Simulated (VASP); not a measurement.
# K2LiPdF6 (P1) in VASP: further runs, part 2 of 2

VASP 6.6.1. Earlier steps stand in the parts before.

## (3) Single point, LDA

Input file INCAR:

```
PREC = Accurate ; ENCUT = 520
EDIFF = 1E-7 ; ISMEAR = -1
SIGMA = 0.05 ; LREAL = Auto
LASPH = T ; NELM = 100
ALGO = Normal ; ISIF = 2
LWAVE = F ; LCHARG = T
GGA = CA ; LELF = T
LVHAR = T ; NBANDS = 89
```

Input file KPOINTS:

```
Automatic mesh
0
Gamma
  2 2 1
```

Input file POSCAR:

```
K2LiPdF6
1.0
    5.8001180000      0.0000000000      0.0000000000
    0.0000000000      5.8001180000      0.0000000000
    0.0000000000      0.0000000000      8.4581940000
K Li Pd F
4 2 2 12
Direct
    0.0227409167      0.4993174277      0.2503962430
    0.4881107591      0.0354647957      0.2350974688
    0.5114723528     -0.0107928839      0.7612145099
   -0.0061895292      0.5162481177      0.7419550793
    0.0346027443      0.0136893767      0.5200164480
    0.5290582019      0.4527666506      0.0052020561
    0.0084136219     -0.0332234620      0.0027429023
    0.4886969541      0.4940071909      0.4943017386
    0.2602878079      0.1949787918      0.0268615262
    0.2065475220      0.2872527766      0.5309880573
    0.2935112699      0.7821047779      0.4824907066
    0.6883135826      0.2234954530      0.4852217861
    0.0311545386     -0.0009999797      0.2562130876
    0.0091032631     -0.0400336683      0.7676816115
    0.7332781850      0.7187612390      0.4932022131
    0.7684843653      0.7270886558     -0.0306330169
    0.7870874351      0.2092026404      0.0329266508
    0.2243747455      0.7424331712      0.0142820087
    0.5297306020      0.4696800996      0.7588499389
    0.5234893497      0.4911624212      0.2231918540
```

Potentials or basis: VASP PAW LDA potentials, release 64 (K_sv, Li_sv, Pd, F).

Run with:

```
cat potpaw_LDA.64/K_sv/POTCAR potpaw_LDA.64/Li_sv/POTCAR potpaw_LDA.64/Pd/POTCAR potpaw_LDA.64/F/POTCAR > POTCAR
mpirun -np 1 vasp_std > vasp.out
```

OUTCAR:

```text
PREC = Accurate
   ENCUT = 520
   EDIFF = 1E-7
   ISMEAR = -1
   LREAL = Auto
   LASPH = T
   NELM = 100
   ISIF = 2
   GGA = CA

 ion  position               nearest neighbor table
   1  0.023  0.499  0.250-  18 2.71  17 2.84   8 3.40   7 3.43
   2  0.488  0.035  0.235-   9 2.39  17 2.64  12 2.65  20 2.65  13 2.66  11 2.79   6 3.11   7 3.43
                             8 3.45   7 3.62
   3  0.511  0.989  0.761-  16 2.76  19 2.79   7 3.54   7 3.56
   4  0.994  0.516  0.742-  10 2.54  14 2.58  16 2.63  19 2.71  15 2.84   7 3.42   8 3.56   8 3.60

   5  0.035  0.014  0.520-  10 1.88  11 2.04  14 2.12  13 2.23
   6  0.529  0.453  0.005-  20 1.86  17 2.07  19 2.09  16 2.13   9 2.17   2 3.11
   7  0.008  0.967  0.003-  18 1.81  17 1.92   9 1.98  16 1.99  14 1.99  13 2.16   4 3.42   1 3.43
                             2 3.43   3 3.54   3 3.56   2 3.62
   8  0.489  0.494  0.494-  15 1.93  12 1.95  11 2.02  10 2.05  19 2.25  20 2.30   1 3.40   2 3.45
                             4 3.56   4 3.60
   9  0.260  0.195  0.027-   7 1.98   6 2.17   2 2.39
  10  0.207  0.287  0.531-   5 1.88   8 2.05   4 2.54
  11  0.294  0.782  0.482-   8 2.02   5 2.04   2 2.79
  12  0.688  0.223  0.485-   8 1.95   2 2.65
  13  0.031  0.999  0.256-   7 2.16   5 2.23   2 2.66
[... 217 lines left out ...]
      2     -42.4059      2.00000
      3     -27.6880      2.00000
      4     -27.5018      2.00000
      5     -27.3897      2.00000
      6     -26.9405      2.00000
[... 341 lines left out ...]
     84       8.4762      0.00000
     85       8.6585      0.00000
 [bands above 85 left out]

------------------------ aborting loop because EDIFF is reached ----------------------------------------

  FORCE on cell =-STRESS in cart. coord.  units (eV):
  Direction    XX          YY          ZZ          XY          YZ          ZX
  --------------------------------------------------------------------------------------
  -------------------------------------------------------------------------------------
  Total       -4.5625057     -5.5231336     -7.9285841     -2.6577905     -0.7743428      0.4870972
  in kB      -25.6899168    -31.0988857    -44.6431593    -14.9651137     -4.3600606      2.7426783
  external PRESSURE =     -33.8106539 kB  Pullay stress =       0.0000000 kB

 VOLUME and BASIS-vectors are now :
 -----------------------------------------------------------------------------
  energy-cutoff  :      520.00
  volume of cell :      284.55
      direct lattice vectors                 reciprocal lattice vectors
     5.800118000  0.000000000  0.000000000     0.172410285  0.000000000  0.000000000
     0.000000000  5.800118000  0.000000000     0.000000000  0.172410285  0.000000000
     0.000000000  0.000000000  8.458194000     0.000000000  0.000000000  0.118228549

 POSITION                                       TOTAL-FORCE (eV/Angst)
 -----------------------------------------------------------------------------------
      0.13190      2.89610      2.11790        -0.185395     -0.049184      0.072224
      2.83110      0.20570      1.98850         0.433924     -0.633523      0.703216
      2.96660      5.73752      6.43850         0.011922     -0.038656     -0.203084
      5.76422      2.99430      6.27560        -0.101238     -0.159181      0.055338
      0.20070      0.07940      4.39840        -0.027561     -0.145463     -0.386195
      3.06860      2.62610      0.04400         0.080622      0.209098     -0.152607
[... 12 lines left out ...]
      3.07250      2.72420      6.41850        -0.138510      0.013071      0.345287
      3.03630      2.84880      1.88780        -0.204348      0.010832      0.141202
 -----------------------------------------------------------------------------------
    total drift:                               -0.004173     -0.010338     -0.005193

  FREE ENERGIE OF THE ION-ELECTRON SYSTEM (eV)
  ---------------------------------------------------
  free  energy   TOTEN  =       -94.2021413470 eV

  energy  without entropy=      -94.1139739003  energy(sigma->0) =      -94.15805762
```

OSZICAR:

```text
N       E                     dE             d eps       ncg     rms          rms(c)
DAV:   1     0.137624906824E+04    0.13762E+04   -0.76854E+04   712   0.163E+03
DAV:   2     0.343104259058E+02   -0.13419E+04   -0.12694E+04   776   0.461E+02
DAV:   3    -0.102233982408E+03   -0.13654E+03   -0.13525E+03   919   0.146E+02
[... 22 lines left out ...]
DAV:  26    -0.942021433573E+02    0.32723E-05   -0.45130E-05   760   0.634E-03    0.329E-02
DAV:  27    -0.942021422239E+02    0.11334E-05   -0.22362E-05   648   0.393E-03    0.171E-02
DAV:  28    -0.942021415786E+02    0.64530E-06   -0.60194E-06   568   0.238E-03    0.838E-03
DAV:  29    -0.942021414023E+02    0.17625E-06   -0.15611E-06   480   0.133E-03    0.467E-03
DAV:  30    -0.942021413470E+02    0.55386E-07   -0.24810E-07   416   0.816E-04
   1 F= -.94202141E+02 E0= -.94158058E+02  d E =-.881674E-01
```

stdout:

```text
POSCAR found type information on POSCAR K LiPdF
 POSCAR found :  4 types and      20 ions
 scaLAPACK will be used
 LDA part: xc-table for (Slater(with rela. corr.)+CA(PZ))
 , standard interpolation
 POSCAR, INCAR and KPOINTS ok, starting setup
 FFT: planning ... GRIDC
 FFT: planning ... GRID_SOFT
 FFT: planning ... GRID
 WAVECAR not read
 entering main loop
```

It took 3.6 min on 1 thread of Intel Xeon Platinum 8488C (Sapphire Rapids), shared host; peak memory 0.32 GiB.

Results:

- Free energy: -94.2021 eV
- Largest force: 3.347 eV/Å
- Band gap on the k mesh: 0.07 eV, indirect (least direct gap 0.09 eV)

Forces on the atoms (eV/Å):
```
K   -0.185 -0.049  0.072
K    0.434 -0.634  0.703
K    0.012 -0.039 -0.203
K   -0.101 -0.159  0.055
Li  -0.028 -0.145 -0.386
Li   0.081  0.209 -0.153
Pd  -1.321  1.964  2.367
Pd  -0.896  0.380  0.158
F    0.013  0.570 -0.735
F    0.515  0.158 -0.475
F   -0.065 -0.659  0.420
F    0.188  0.053  0.321
F   -0.281 -0.315 -0.481
F    0.077  0.280 -1.286
F    0.776 -0.047 -0.034
F   -0.203  0.026  0.353
F   -0.552  0.433 -0.750
F    1.880 -2.049 -0.432
F   -0.139  0.013  0.345
F   -0.204  0.011  0.141
```

Caveat: the k points lie up to 0.74 Å⁻¹ apart; the cutoff is under 1.25 times the usual one of these potentials, so pressure, stress and relaxed cells hold a basis-set (Pulay) error; forces of over 1 eV/Å act on the atoms, so gaps and moduli don't describe the material at rest.

## (4) Single point, LDA

Input file INCAR:

```
PREC = Accurate ; ENCUT = 520
EDIFF = 1E-6 ; ISMEAR = -1
SIGMA = 0.05 ; LREAL = Auto
LASPH = True ; NELM = 100
ALGO = Normal ; ISIF = 2
LWAVE = False ; LCHARG = True
LELF = True ; LVHAR = True
NBANDS = 89
```

KPOINTS is that of step 3.

Input file POSCAR:

```
K2LiPdF6
1.0
    5.8001180000      0.0000000000      0.0000000000
    0.0000000000      5.8001180000      0.0000000000
    0.0000000000      0.0000000000      8.4581940000
K Li Pd F
4 2 2 12
Direct
    0.0327407132      0.5100930705      0.2397674965
    0.4950933757      0.0450680486      0.2582466186
    0.4963174887      0.0029826979      0.7669485945
    0.0034999288      0.5140067840      0.7504557119
    0.0449473614      0.0272580661      0.5243436128
    0.5615747818      0.4760765212      0.0040788849
    0.0168617259     -0.0301028358      0.0139273230
    0.4868694051      0.4975933248      0.4965717268
    0.2937181623      0.2028062188     -0.0029675366
    0.2044268755      0.2945629727      0.5207139964
    0.2966146551      0.7975699805      0.5272047437
    0.6748138572      0.2205299961      0.4904238423
    0.0213788754     -0.0585505329      0.2459035581
    0.0096894580     -0.0494989930      0.7493680093
    0.7663809598      0.6799516837      0.4867824030
    0.7633292978      0.7353298674     -0.0213520759
    0.7814668598      0.2279091563      0.0295689600
    0.2589947308      0.7093993605     -0.0010167655
    0.5006277458      0.4271982053      0.7555277167
    0.5119206195      0.4616112983      0.2311604581
```

Potentials or basis: VASP PAW LDA potentials, release 64 (K_sv, Li_sv, Pd, F).

Run with:

```
cat potpaw_LDA.64/K_sv/POTCAR potpaw_LDA.64/Li_sv/POTCAR potpaw_LDA.64/Pd/POTCAR potpaw_LDA.64/F/POTCAR > POTCAR
mpirun -np 1 vasp_std > vasp.out
```

OUTCAR:

```text
PREC = Accurate
   ENCUT = 520
   EDIFF = 1E-6
   ISMEAR = -1
   LREAL = Auto
   LASPH = True
   NELM = 100
   ISIF = 2

 ion  position               nearest neighbor table
   1  0.033  0.510  0.240-  13 2.50  18 2.68  15 2.78  20 2.79  17 2.82   7 3.28   8 3.41   2 3.81

   2  0.495  0.045  0.258-  20 2.43  12 2.45   9 2.66  17 2.76  13 2.81   8 3.31   7 3.49   1 3.81

   3  0.496  0.003  0.767-  19 2.46   9 2.55  11 2.62  16 2.83  14 2.84  12 2.85   7 3.48
   4  0.003  0.514  0.750-  14 2.53  10 2.60  16 2.70  15 2.79  18 2.81   7 3.46   8 3.53
   5  0.045  0.027  0.524-  10 1.81  14 1.97  11 1.98
   6  0.562  0.476  0.004-  16 1.92  17 1.94  20 1.94  19 2.15  18 2.22   9 2.22
   7  0.017  0.970  0.014-  13 1.97  16 2.03  17 2.03  18 2.07   9 2.10  14 2.24   1 3.28   4 3.46
                             3 3.48   2 3.49
   8  0.487  0.498  0.497-  15 1.94  12 1.94  10 2.03  11 2.08  19 2.23  20 2.26   2 3.31   1 3.41
                             4 3.53
   9  0.294  0.203  0.997-   7 2.10   6 2.22   3 2.55   2 2.66
  10  0.204  0.295  0.521-   5 1.81   8 2.03   4 2.60
  11  0.297  0.798  0.527-   5 1.98   8 2.08   3 2.62
  12  0.675  0.221  0.490-   8 1.94   2 2.45   3 2.85
  13  0.021  0.941  0.246-   7 1.97   1 2.50   2 2.81
  14  0.010  0.951  0.749-   5 1.97   7 2.24   4 2.53   3 2.84
[... 219 lines left out ...]
      5     -27.2690      2.00000
      6     -27.0103      2.00000
[... 341 lines left out ...]
     84       8.5836      0.00000
     85       8.6316      0.00000
 [bands above 85 left out]

------------------------ aborting loop because EDIFF is reached ----------------------------------------

  FORCE on cell =-STRESS in cart. coord.  units (eV):
  Direction    XX          YY          ZZ          XY          YZ          ZX
  --------------------------------------------------------------------------------------
  -------------------------------------------------------------------------------------
  Total      -11.9048836     -8.5915187     -9.7685988      1.0623633      0.5174472      0.6014390
  in kB      -67.0323487    -48.3759181    -55.0036556      5.9818063      2.9135689      3.3864984
  external PRESSURE =     -56.8039741 kB  Pullay stress =       0.0000000 kB

 VOLUME and BASIS-vectors are now :
 -----------------------------------------------------------------------------
  energy-cutoff  :      520.00
  volume of cell :      284.55
      direct lattice vectors                 reciprocal lattice vectors
     5.800118000  0.000000000  0.000000000     0.172410285  0.000000000  0.000000000
     0.000000000  5.800118000  0.000000000     0.000000000  0.172410285  0.000000000
     0.000000000  0.000000000  8.458194000     0.000000000  0.000000000  0.118228549

 POSITION                                       TOTAL-FORCE (eV/Angst)
 -----------------------------------------------------------------------------------
      0.18990      2.95860      2.02800        -0.128307     -0.317720      0.006044
      2.87160      0.26140      2.18430         0.016038     -0.776828     -0.312675
      2.87870      0.01730      6.48700         0.166998     -0.352688     -0.000934
      0.02030      2.98130      6.34750         0.068531     -0.145677      0.118153
      0.26070      0.15810      4.43500        -0.146130     -0.489407      0.162440
      3.25720      2.76130      0.03450        -0.494754      0.064995     -0.066740
[... 12 lines left out ...]
      2.90370      2.47780      6.39040         0.147392      0.721735     -0.119743
      2.96920      2.67740      1.95520        -0.184753      0.563489      0.428717
 -----------------------------------------------------------------------------------
    total drift:                                0.008735     -0.007477      0.013625

  FREE ENERGIE OF THE ION-ELECTRON SYSTEM (eV)
  ---------------------------------------------------
  free  energy   TOTEN  =       -94.1096926876 eV

  energy  without entropy=      -94.0202372565  energy(sigma->0) =      -94.06496497
```

Wall time 2.8 min (1 thread of Intel Xeon Platinum 8488C (Sapphire Rapids), shared host); peak memory 0.33 GiB.

What came out:

| Quantity | Value |
| --- | --- |
| Free energy | -94.1097 eV |
| Largest force | 2.716 eV/Å |
| Band gap on the k mesh | 0.06 eV, indirect (least direct gap 0.07 eV) |

Forces on the atoms (eV/Å):
```
K   -0.128 -0.318  0.006
K    0.016 -0.777 -0.313
K    0.167 -0.353 -0.001
K    0.069 -0.146  0.118
Li  -0.146 -0.489  0.162
Li  -0.495  0.065 -0.067
Pd   1.020  0.002 -2.517
Pd  -0.268  0.208  0.853
F   -1.055 -0.538  0.466
F    0.452  0.505 -0.559
F    0.460 -1.005 -0.529
F    0.325  0.029  0.159
F    0.045  0.450  0.677
F   -0.040  0.660  0.881
F   -0.207 -0.028 -0.005
F    0.080  0.087  0.428
F    0.571 -0.496 -0.125
F   -0.828  0.859  0.055
F    0.147  0.722 -0.120
F   -0.185  0.563  0.429
```

Caveat: the k points lie up to 0.74 Å⁻¹ apart; the cutoff is under 1.25 times the usual one of these potentials, so pressure, stress and relaxed cells hold a basis-set (Pulay) error; forces of over 1 eV/Å act on the atoms, so gaps and moduli don't describe the material at rest.
